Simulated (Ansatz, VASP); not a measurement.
# Two plane-wave programs on P

```xyz
1
Lattice="-1.5307 1.5307 1.5307 1.5307 -1.5307 1.5307 1.5307 1.5307 -1.5307" Properties=species:S:1:pos:R:3 pbc="T T T"
P     0.0000    0.0000    0.0000
```

Alike in both runs: task single point; functional r2SCAN; k mesh 16 × 16 × 16; occupations fermi-dirac, width 0.1 eV; no spin polarisation.

```csv
,VASP,Ansatz
version,VASP 6.6.1,Ansatz 0.2.0
potentials or method,"VASP PAW PBE potentials, release 64 (P), cutoff 520 eV","plane waves (500 eV) with PAW, scalar-relativistic"
valence electrons in the cell,5,5
```

VASP gave:

```
pressure (GPa) : -0.3
```

Problem. Estimate Ansatz's values.

Solution. Pressure (GPa): -0.1.

VASP's potentials were made for PBE, not for r2SCAN. The functional is the same, so the differences come from potentials, cutoffs and numerics.
